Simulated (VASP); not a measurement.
A run of VASP 6.6.1 is set up as follows.

The input INCAR:

```
PREC     = Accurate       # precision mode
ENCUT    = 520            # plane-wave cutoff, eV
EDIFF    = 1E-6           # SCF threshold, eV
ISMEAR   = 0              # smearing method
SIGMA    = 0.05           # smearing width, eV
LREAL    = False          # projectors in reciprocal space
LASPH    = True           # aspherical terms in the spheres
NELM     = 150            # most SCF steps
ALGO     = Normal         # electronic algorithm
ISIF     = 2              # what is computed and relaxed
LWAVE    = False          # write WAVECAR
LCHARG   = False          # write CHGCAR
LNONCOLLINEAR= True           # non-collinear magnetism
MAGMOM   = 0 0 0 0 0 0    # initial moments
LORBIT   = 11             # projections on sites
LMAXMIX  = 4              # l up to which the mixer works
GGA      = RP             # functional
IVDW     = 13             # dispersion correction
NBANDS   = 27             # bands
```

File KPOINTS:

```
regular mesh
0
Gamma
  8 8 8
```

Contents of POSCAR:

```
CoO
1.0
    0.0000000000      2.1315000000      2.1315000000
    2.1315000000      0.0000000000      2.1315000000
    2.1315000000      2.1315000000      0.0000000000
Co O
1 1
Direct
    0.0037270000     -0.0103310000      0.0007900000
    0.4833660000      0.5402950000      0.4970950000
```

Potentials or basis: VASP PAW PBE potentials, release 64 (Co, O).

Launch:

```console
$ cat potpaw_PBE.64/Co/POTCAR potpaw_PBE.64/O/POTCAR > POTCAR
$ mpirun -np 1 vasp_ncl > vasp.out
```

Problem. Predict the pressure.

Solution. -19.6 GPa.

Problem. Estimate the band gap on the k mesh.

Solution. Zero (band 15 reaches 9.45 eV, above the bottom of band 16 at 7.02 eV).

Problem. Estimate the largest force.

Solution. 0.086 eV/Å.

Stress tensor (GPa, compression positive):
```
-18.58  -0.68   0.89
 -0.68 -20.29  -0.44
  0.89  -0.44 -19.96
```

Caveat: the cell differs from its parent crystal (atoms moved at random); the PAW data sets were made with another functional, which shifts forces and pressure a little; semilocal functionals often make such compounds metallic where correlation or magnetic order opens a gap, which also shifts bond lengths; pairwise dispersion overbinds metals, which lowers pressure and volume.
